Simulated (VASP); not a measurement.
Runs of VASP 6.6.1 on SnSe (rocksalt type). The structure is that of space group Fm-3m (No. 225), or close to it. The cells are those of the table. 

```csv
task,cell,k mesh,cutoff (eV),pressure (GPa)
single point,"a = 3.657 Å, angles 60.0°, 2 atoms",15 × 15 × 15,520,64.3
relaxation of cell and atoms,"relaxed from a = 3.741 Å, angles 60.0°, 2 atoms",13 × 13 × 13,600,0.0
single point,"a = 4.287 Å, angles 60.0°, 2 atoms",13 × 13 × 13,520,0.0
single point,"a = 3.655 Å, angles 60.0°, 2 atoms",15 × 15 × 15,520,(a)
```

Alike in all rows: level PBE; potentials or basis VASP PAW PBE potentials, release 64 (Sn_d, Se); no spin polarisation; smearing fermi-dirac 0.05 eV.

Question: Fill in the values left out.

Answer: (a) 64.6.

Caveats: the cell stands under pressure (at least some runs).
